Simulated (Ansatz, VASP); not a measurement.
## One calculation of K3W2, two programs

```xyz
5
Lattice="4.7685 0.0000 0.0000 -2.3843 4.1297 0.0000 0.0000 0.0000 10.9040" Properties=species:S:1:pos:R:3 pbc="T T T"
K     0.0000    0.0000    0.0000
K     0.0000    2.7531    7.6347
K     2.3843    1.3766    3.2693
W     0.0000    2.7531    0.0746
W     2.3843    1.3766   10.8294
```

Alike in both runs: functional PBE; k mesh 6 × 6 × 2; occupations gaussian, width 0.1 eV; no spin polarisation.

Ansatz relaxed the structure, and its values are those at the end. VASP's run is a single point on that final structure, the one shown.

|  | VASP | Ansatz |
| --- | --- | --- |
| version | VASP 6.6.1 | Ansatz 0.2.0 |
| potentials or method | VASP PAW PBE potentials, release 64 (K_sv, W_sv), cutoff 520 eV | scalar-relativistic, plane waves, PAW |
| valence electrons in the cell | 55 | 55 |

VASP gave:

```
gap on the k mesh at the Fermi level (eV) : none
pressure (GPa)                            : 0.2
rms of the force components (eV/Å)        : 0.004
```

Question: Estimate Ansatz's values.

Answer: gap on the k mesh at the Fermi level (eV): none; pressure (GPa): 0.0; rms of the force components (eV/Å): 0.001.

A gap of «none» marks a metal or a gap that the smearing closes. The functional is the same, so the differences come from potentials, cutoffs and numerics.

Spin-orbit coupling is off throughout.
